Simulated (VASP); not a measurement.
A run of VASP 6.6.1:

File INCAR:

```
SYSTEM = BePd
ALGO = Fast
EDIFF = 1E-6
ENCUT = 520
GGA = PS
ISIF = 2
ISMEAR = 0
LASPH = .True.
LCHARG = .False.
LREAL = .False.
LWAVE = .False.
NBANDS = 13
NELM = 100
PREC = Accurate
SIGMA = 0.15
```

File KPOINTS:

```
k-points
0
Gamma
  18 18 18
  0 0 0
```

Contents of POSCAR:

```
BePd
1.0
    2.8514328738      0.3428409027      0.3428409027
    0.3428409027      2.8514328738      0.3428409027
    0.3428409027      0.3428409027      2.8514328738
Be Pd
1 1
Direct
    0.0000000000      0.0000000000      0.0000000000
    0.5000000000      0.5000000000      0.5000000000
```

Potentials or basis: VASP PAW PBE potentials, release 64 (Be, Pd).

Run with:

```bash
$ cat potpaw_PBE.64/Be/POTCAR potpaw_PBE.64/Pd/POTCAR > POTCAR
$ mpirun -np 1 vasp_std > vasp.out
```

Hardware: 1 thread of Intel Xeon 8259CL, with other jobs on the host.

Q: Estimate the wall time of this run.

A: Run time: 2.1 min on 1 thread of Intel Xeon 8259CL, with other jobs on the host, peak memory 0.3 GiB. Counts: scf iterations 12, k points 580.
